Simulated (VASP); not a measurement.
InP, 2 atoms in the cell. Symmetry: F-43m, No. 216, cubic system. The conventional cell has a = 5.861 Å, b = 5.861 Å, c = 5.861 Å, α = 90.00°, β = 90.00°, γ = 90.00°. In (site symmetry -43m) has 4 P at 2.54 Å within 3.3 Å. Within 3.3 Å of P (site symmetry -43m) lie 4 In at 2.54 Å. 

- Program: VASP 6.6.1
- Task: electric field gradients
- Functional: LDA
- Potentials or basis: VASP PAW LDA potentials, release 64 (In_d, P)
- Cutoff: 520 eV
- k mesh: 11 × 11 × 11
- Occupations: fermi-dirac, width 0.03 eV
- Spin: no spin polarisation
- Dipole correction: no
- Further INCAR settings: ALGO = Normal; EDIFF = 1e-08; NBANDS = 16

Potentials or basis: VASP PAW LDA potentials, release 64 (In_d, P).

Command:

```sh
$ cat potpaw_LDA.64/In_d/POTCAR potpaw_LDA.64/P/POTCAR > POTCAR
$ mpirun -np 1 vasp_std > vasp.out
```

Hardware: 1 thread of Intel(R) Xeon(R) 6975P-C (Granite Rapids) (shared host).

Task: Estimate the wall time of this run.

Result: Wall time 14 s on 1 thread of Intel(R) Xeon(R) 6975P-C (Granite Rapids) (shared host), peak memory 0.18 GiB. Counts: scf iterations 14, k points 56.
